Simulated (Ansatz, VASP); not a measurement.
## Two plane-wave programs on GaSb

```xyz
4
Lattice="3.9814 0.0000 0.0000 -1.9907 3.4480 0.0000 0.0000 0.0000 6.9477" Properties=species:S:1:pos:R:3 pbc="T T T"
Ga    0.0000    0.0000    0.0000
Ga    0.0000    0.0000    3.4738
Sb    0.0000    2.2987    1.7369
Sb    1.9907    1.1493    5.2107
```

Alike in both runs: task single point; functional r2SCAN; k mesh 6 × 6 × 4; occupations fermi-dirac, width 0.02 eV; no spin polarisation.

|  | VASP | Ansatz |
| --- | --- | --- |
| version | VASP 6.6.1 | Ansatz 0.2.0 |
| potentials or method | VASP PAW PBE potentials, release 64 (Ga_d, Sb) | plane waves, PAW |
| plane-wave cutoff (eV) | 520 | 500 |
| valence electrons in the cell | 36 | 56 |

Ansatz gave:

```
pressure (GPa) : 0.0
```

**Question.** What did VASP give for the same quantities?

**Answer.** Pressure (GPa): 0.1.

VASP's potentials were made for PBE, not for r2SCAN. VASP's potentials hold 36 valence electrons a cell and Ansatz's 56, so a difference there can come from the potentials and not from the codes.

Neither program's run includes spin-orbit coupling.
